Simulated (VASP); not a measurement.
# TlCl (Pm-3m) in VASP: notebook

The runs below take TlCl through single point, with PBE.

Program: VASP 6.6.1. These are calculated values, not measurements. Logs are shortened: lines on timing, memory, paths and dates and some standing lists are left out, and cuts for length are marked.

## (1) The cell of the first run

The structure is cubic, space group Pm-3m (No. 221). Conventional cell: a = 3.839 Å, b = 3.839 Å, c = 3.839 Å, α = 90.00°, β = 90.00°, γ = 90.00°. Tl (site symmetry m-3m) has 8 Cl at 3.32 Å and 6 Tl at 3.84 Å within 4.4 Å. Cl (site symmetry m-3m) has 8 Tl at 3.32 Å and 6 Cl at 3.84 Å within 4.4 Å.

## (2) Single point, PBE

INCAR

```
PREC = Accurate
ENCUT = 500
EDIFF = 1E-6
ISMEAR = 0
SIGMA = 0.01
LREAL = False
LASPH = True
NELM = 120
ALGO = Normal
ISIF = 2
LWAVE = False
LCHARG = False
GGA = PE
NBANDS = 17
GGA_COMPAT = False
```

KPOINTS

```
regular mesh
0
Gamma
  3 3 3
```

POSCAR

```
TlCl
1.0
    3.8388256226      0.0000000000      0.0000000000
    0.0000000000      3.8388256226      0.0000000000
    0.0000000000      0.0000000000      3.8388256226
Tl Cl
1 1
Direct
    0.0000000000      0.0000000000      0.0000000000
    0.5000000000      0.5000000000      0.5000000000
```

Potentials or basis: VASP PAW PBE potentials, release 64 (Tl_d, Cl).

Run with:

```
> cat potpaw_PBE.64/Tl_d/POTCAR potpaw_PBE.64/Cl/POTCAR > POTCAR
> mpirun -np 1 vasp_std > vasp.out
```

OUTCAR:

```text
PREC = Accurate
   ENCUT = 500
   EDIFF = 1E-6
   ISMEAR = 0
   LREAL = False
   LASPH = True
   NELM = 120
   ISIF = 2
   GGA = PE

 ion  position               nearest neighbor table
   1  0.000  0.000  0.000-   2 3.32   2 3.32   2 3.32   2 3.32   2 3.32   2 3.32   2 3.32   2 3.32

   2  0.500  0.500  0.500-   1 3.32   1 3.32   1 3.32   1 3.32   1 3.32   1 3.32   1 3.32   1 3.32

  LATTYP: Found a simple cubic cell.
 ALAT       =     3.8388256226

  Lattice vectors:

 A1 = (   3.8388256226,   0.0000000000,   0.0000000000)
 A2 = (   0.0000000000,   3.8388256226,   0.0000000000)
 A3 = (   0.0000000000,   0.0000000000,   3.8388256226)

Analysis of symmetry for initial positions (statically):
=====================================================================
 Subroutine PRICEL returns:
 Original cell was already a primitive cell.

 Routine SETGRP: Setting up the symmetry group for a
 simple cubic supercell.

 Subroutine GETGRP returns: Found 48 space group operations
 (whereof 48 operations were pure point group operations)
 out of a pool of 48 trial point group operations.

The static configuration has the point symmetry O_h .

Analysis of symmetry for dynamics (positions and initial velocities):
=====================================================================
 Subroutine PRICEL returns:
 Original cell was already a primitive cell.

 Routine SETGRP: Setting up the symmetry group for a
 simple cubic supercell.

 Subroutine GETGRP returns: Found 48 space group operations
 (whereof 48 operations were pure point group operations)
 out of a pool of 48 trial point group operations.

The dynamic configuration has the point symmetry O_h .

 Subroutine INISYM returns: Found 48 space group operations
 (whereof 48 operations are pure point group operations),
 and found     1 'primitive' translations

----------------------------------------------------------------------------------------

                                     Primitive cell

  volume of cell :      56.5712

  direct lattice vectors                    reciprocal lattice vectors
     3.838825623  0.000000000  0.000000000     0.260496334  0.000000000  0.000000000
     0.000000000  3.838825623  0.000000000     0.000000000  0.260496334  0.000000000
     0.000000000  0.000000000  3.838825623     0.000000000  0.000000000  0.260496334

  length of vectors
     3.838825623  3.838825623  3.838825623     0.260496334  0.260496334  0.260496334

  position of ions in fractional coordinates (direct lattice)
     0.000000000  0.000000000  0.000000000
     0.500000000  0.500000000  0.500000000

  ion indices of the primitive-cell ions
   primitive index   ion index
                 1           1
                 2           2

----------------------------------------------------------------------------------------

 KPOINTS: regular mesh

Automatic generation of k-mesh.
 Grid dimensions read from file:
 generate k-points for:    3    3    3

 Generating k-lattice:

  Cartesian coordinates                     Fractional coordinates (reciprocal lattice)
     0.086832111  0.000000000  0.000000000     0.333333333  0.000000000  0.000000000
     0.000000000  0.086832111  0.000000000     0.000000000  0.333333333  0.000000000
     0.000000000  0.000000000  0.086832111     0.000000000  0.000000000  0.333333333

  Length of vectors
     0.086832111  0.086832111  0.086832111

  Shift w.r.t. Gamma in fractional coordinates (k-lattice)
     0.000000000  0.000000000  0.000000000

 Subroutine IBZKPT returns following result:
 ===========================================

 Found      4 irreducible k-points:

 Following reciprocal coordinates:
            Coordinates               Weight
  0.000000  0.000000  0.000000      1.000000
  0.333333  0.000000  0.000000      6.000000
  0.333333  0.333333  0.000000     12.000000
  0.333333  0.333333  0.333333      8.000000
   k-points           NKPTS =      4   k-points in BZ     NKDIM =      4   number of bands    NBANDS=     17
   number of dos      NEDOS =    301   number of ions     NIONS =      2
   total plane-waves  NPLWV =  21952
   dimension x,y,z NGX =    28 NGY =   28 NGZ =   28
   dimension x,y,z NGXF=    56 NGYF=   56 NGZF=   56
   ions per type =               1   1
   NGX,Y,Z   is equivalent  to a cutoff of  12.13, 12.13, 12.13 a.u.
   NGXF,Y,Z  is equivalent  to a cutoff of  24.25, 24.25, 24.25 a.u.
 SYSTEM =  unknown system
   PREC   = accura    normal or accurate (medium, high low for compatibility)
   ISTART =      0    job   : 0-new  1-cont  2-samecut
   ICHARG =      2    charge: 1-file 2-atom 10-const
   ISPIN  =      1    spin polarized calculation?
   LNONCOLLINEAR =      F non collinear calculations
   LSORBIT =      F    spin-orbit coupling
   LASPH  =      T    aspherical Exc in radial PAW
   ENCUT  =  500.0 eV  36.75 Ry    6.06 a.u.   7.00  7.00  7.00*2*pi/ulx,y,z
   NELM   =    120;   NELMIN=  2; NELMDL= -5     # of ELM steps
   EDIFF  = 0.1E-05   stopping-criterion for ELM
   LREAL  =      F    real-space projection
[... 7 lines left out ...]
   TEBEG  =    0.0;   TEEND  =   0.0 temperature during run
   PSTRESS=    0.0 pullay stress
   NELECT =      20.0000    total number of electrons
   NUPDOWN=      -1.0000    fix difference up-down
   EMIN   =  10.00;   EMAX   =-10.00  energy-range for DOS
   EFERMI =   0.00;   METHOD = LEGACY
   ISMEAR =     0;   SIGMA  =   0.01  broadening in eV -4-tet -1-fermi 0-gaus
   EFERMI_NEDOS =   21; number of points for ismear=-14 and -15
   IALGO  =     38    algorithm
   IMIX   =      4    mixing-type and parameters
     AMIX     =   0.40;   BMIX     =  1.00
     AMIX_MAG =   1.60;   BMIX_MAG =  1.00
  volume/ion in A,a.u.               =      28.29       190.88
  Fermi-wavevector in a.u.,A,eV,Ry     =   1.157586  2.187520 18.231867  1.340004
  Thomas-Fermi vector in A             =   2.294196
   LORBIT       =      0    0 simple, 1 ext, 2 COOP (PROOUT), +10 PAW based schemes
   GGA     = PE    functional components
   LHFCALC =     F    Hartree Fock is set to
   AEXX    =    0.0000 exact exchange contribution
   IVDW    =     0    specifies the selected vdW correction
   LEPSILON=     F    determine dielectric tensor
   LRPA    =     F    only Hartree local field effects (RPA)
 non-spin polarized calculation
 Gauss-broadening in eV      SIGMA  =   0.01
  energy-cutoff  :      500.00
  volume of cell :       56.57
 maximum number of plane-waves:      1436
 NGX is ok and might be reduce to    28
   NGX = 13   NGY = 13   NGZ = 13

 number of electron      19.9999993 magnetization

 Free energy of the ion-electron system (eV)
  ---------------------------------------------------
  ext. energy  EPLUGINS =         0.00000000
  ---------------------------------------------------
  free energy    TOTEN  =        -6.00180141 eV

  energy without entropy =       -6.00180141  energy(sigma->0) =       -6.00180141

 E-fermi :   2.0910     XC(G=0):  -9.1202

 val. band max:        2.0428685280   @ k =   0.3333   0.0000   0.0000
 cond. band min:       6.0142545665   @ k =   0.3333   0.0000   0.0000
 fundamental gap:      3.9713860385
 Fermi energy:         2.0909888446

 k-point     1 :       0.0000    0.0000    0.0000
  band No.  band energies     occupation
      1     -11.0782      2.00000
      2      -7.2638      2.00000
      3      -7.2638      2.00000
      4      -7.0214      2.00000
      5      -7.0214      2.00000
      6      -7.0214      2.00000
[... 9 lines left out ...]
     16      15.1600      0.00000
     17      16.8795      0.00000

 k-point     2 :       0.3333    0.0000    0.0000
  band No.  band energies     occupation
      1     -10.8949      2.00000
      2      -7.2532      2.00000
      3      -7.1371      2.00000
      4      -7.0814      2.00000
      5      -7.0814      2.00000
      6      -7.0159      2.00000
[... 9 lines left out ...]
     16      15.0290      0.00000
     17      16.8445      0.00000

 k-point     3 :       0.3333    0.3333    0.0000
  band No.  band energies     occupation
      1     -10.7876      2.00000
      2      -7.1908      2.00000
      3      -7.0707      2.00000
      4      -7.0688      2.00000
      5      -7.0649      2.00000
      6      -7.0411      2.00000
[... 9 lines left out ...]
     16      14.4919      0.00000
     17      15.9940      0.00000

 k-point     4 :       0.3333    0.3333    0.3333
  band No.  band energies     occupation
      1     -10.6680      2.00000
      2      -7.1485      2.00000
      3      -7.1485      2.00000
      4      -7.0749      2.00000
      5      -7.0339      2.00000
      6      -7.0339      2.00000
[... 9 lines left out ...]
     16      14.1388      0.00000
     17      18.8858      0.00000

------------------------ aborting loop because EDIFF is reached ----------------------------------------

  FORCE on cell =-STRESS in cart. coord.  units (eV):
  Direction    XX          YY          ZZ          XY          YZ          ZX
  --------------------------------------------------------------------------------------
  -------------------------------------------------------------------------------------
  Total        0.3469088      0.3469088      0.3469088      0.0000000      0.0000000      0.0000000
  in kB        9.8249594      9.8249594      9.8249594      0.0000000      0.0000000      0.0000000
  external PRESSURE =       9.8249594 kB  Pullay stress =       0.0000000 kB

 VOLUME and BASIS-vectors are now :
 -----------------------------------------------------------------------------
  energy-cutoff  :      500.00
  volume of cell :       56.57
      direct lattice vectors                 reciprocal lattice vectors
     3.838825623  0.000000000  0.000000000     0.260496334  0.000000000  0.000000000
     0.000000000  3.838825623  0.000000000     0.000000000  0.260496334  0.000000000
     0.000000000  0.000000000  3.838825623     0.000000000  0.000000000  0.260496334

 POSITION                                       TOTAL-FORCE (eV/Angst)
 -----------------------------------------------------------------------------------
      0.00000      0.00000      0.00000         0.000000      0.000000      0.000000
      1.91941      1.91941      1.91941         0.000000      0.000000      0.000000
 -----------------------------------------------------------------------------------
    total drift:                               -0.000000      0.000000      0.000000

  FREE ENERGIE OF THE ION-ELECTRON SYSTEM (eV)
  ---------------------------------------------------
  free  energy   TOTEN  =        -6.0018014055 eV

  energy  without entropy=       -6.0018014055  energy(sigma->0) =       -6.00180141
```

Wall time 3.9 s (1 thread of Intel Xeon Platinum 8375C at 2.90GHz (Ice Lake), shared host); peak memory 0.14 GiB.

What came out:

```yaml
Free_energy: -6.0018 eV
Pressure: 1.0 GPa
Band_gap_on_the_k_mesh: 3.97 eV, direct
```

Levels at points of the mesh, in eV from the valence-band top:
| k point | band 7 | band 8 | band 9 | band 10 | band 11 | band 12 | band 13 | band 14 |
| --- | --- | --- | --- | --- | --- | --- | --- | --- |
| (0.00, 0.00, 0.00) | -3.92 | -0.87 | -0.87 | -0.87 | 8.44 | 8.44 | 8.44 | 8.49 |

Caveat: the k points lie up to 0.55 Å⁻¹ apart; spin-orbit coupling is left out, which moves the levels of the heavy elements. A k mesh can miss the band edges.

## (3) Single point, PBE

INCAR

```
SYSTEM = TlCl
PREC     = Accurate       ! precision mode
ENCUT    = 500            ! plane-wave cutoff, eV
EDIFF    = 1E-6           ! SCF threshold, eV
ISMEAR   = 0              ! smearing method
SIGMA    = 0.01           ! smearing width, eV
LREAL    = .FALSE.        ! projectors in reciprocal space
LASPH    = .TRUE.         ! aspherical terms in the spheres
NELM     = 120            ! most SCF steps
ALGO     = Normal         ! electronic algorithm
ISIF     = 2              ! what is computed and relaxed
LWAVE    = .FALSE.        ! write WAVECAR
LCHARG   = .FALSE.        ! write CHGCAR
GGA      = PE             ! functional
NBANDS   = 17             ! bands
GGA_COMPAT= .FALSE.
```

KPOINTS

```
regular mesh
0
G
  4 4 4
  0 0 0
```

POSCAR is that of step 2.

Potentials or basis: VASP PAW PBE potentials, release 64 (Tl_d, Cl).

Run with:

```
> cat potpaw_PBE.64/Tl_d/POTCAR potpaw_PBE.64/Cl/POTCAR > POTCAR
> mpirun -np 1 vasp_std > vasp.out
```

OUTCAR:

```text
SYSTEM = TlCl
   PREC = Accurate
   ENCUT = 500
   EDIFF = 1E-6
   ISMEAR = 0
   LREAL = .FALSE.
   LASPH = .TRUE.
   NELM = 120
   ISIF = 2
   GGA = PE

 ion  position               nearest neighbor table
   1  0.000  0.000  0.000-   2 3.32   2 3.32   2 3.32   2 3.32   2 3.32   2 3.32   2 3.32   2 3.32

   2  0.500  0.500  0.500-   1 3.32   1 3.32   1 3.32   1 3.32   1 3.32   1 3.32   1 3.32   1 3.32

  LATTYP: Found a simple cubic cell.
 ALAT       =     3.8388256226

  Lattice vectors:

 A1 = (   3.8388256226,   0.0000000000,   0.0000000000)
[... 371 lines left out ...]

  FORCE on cell =-STRESS in cart. coord.  units (eV):
  Direction    XX          YY          ZZ          XY          YZ          ZX
  --------------------------------------------------------------------------------------
  -------------------------------------------------------------------------------------
  Total        0.4249732      0.4249732      0.4249732      0.0000000      0.0000000     -0.0000000
  in kB       12.0358548     12.0358548     12.0358548      0.0000000      0.0000000     -0.0000000
  external PRESSURE =      12.0358548 kB  Pullay stress =       0.0000000 kB

 VOLUME and BASIS-vectors are now :
 -----------------------------------------------------------------------------
  energy-cutoff  :      500.00
  volume of cell :       56.57
      direct lattice vectors                 reciprocal lattice vectors
     3.838825623  0.000000000  0.000000000     0.260496334  0.000000000  0.000000000
     0.000000000  3.838825623  0.000000000     0.000000000  0.260496334  0.000000000
     0.000000000  0.000000000  3.838825623     0.000000000  0.000000000  0.260496334

 POSITION                                       TOTAL-FORCE (eV/Angst)
 -----------------------------------------------------------------------------------
      0.00000      0.00000      0.00000         0.000000      0.000000      0.000000
      1.91941      1.91941      1.91941         0.000000      0.000000      0.000000
 -----------------------------------------------------------------------------------
    total drift:                               -0.000000      0.000000      0.000000

  FREE ENERGIE OF THE ION-ELECTRON SYSTEM (eV)
  ---------------------------------------------------
  free  energy   TOTEN  =        -5.9990724092 eV

  energy  without entropy=       -5.9990724092  energy(sigma->0) =       -5.99907241
```

Wall time 5.9 s (1 thread of Intel Xeon Platinum 8375C at 2.90GHz (Ice Lake), shared host); peak memory 0.15 GiB.

Results:

```
Free energy            : -5.9991 eV
Pressure               : 1.2 GPa
Band gap on the k mesh : 2.09 eV, direct
```

Caveat: spin-orbit coupling is left out, which moves the levels of the heavy elements. A hybrid or GW would open this gap; PBE tends to underestimate it.
